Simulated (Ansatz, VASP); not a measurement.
**B in VASP and in Ansatz**

```xyz
2
Lattice="0.0000 2.0654 2.0654 2.0654 0.0000 2.0654 2.0654 2.0654 0.0000" Properties=species:S:1:pos:R:3 pbc="T T T"
B     0.5164    0.5164    0.5164
B     3.6145    3.6145    3.6145
```

Alike in both runs: task single point; functional RPBE; k mesh 15 × 15 × 15; occupations fermi-dirac, width 0.1 eV; no spin polarisation.

|  | VASP | Ansatz |
| --- | --- | --- |
| version | VASP 6.6.1 | Ansatz 0.2.0 |
| potentials or method | VASP PAW PBE potentials, release 64 (B), cutoff 520 eV | plane waves (420 eV) with PAW, scalar-relativistic |
| valence electrons in the cell | 6 | 6 |

VASP gave:

| Quantity | Value |
| --- | --- |
| pressure (GPa) | -6.4 |

Problem. Estimate Ansatz's values.

Solution. Pressure (GPa): -6.3.

VASP's potentials were made for PBE, not for RPBE. The functional is the same, so the differences come from potentials, cutoffs and numerics.
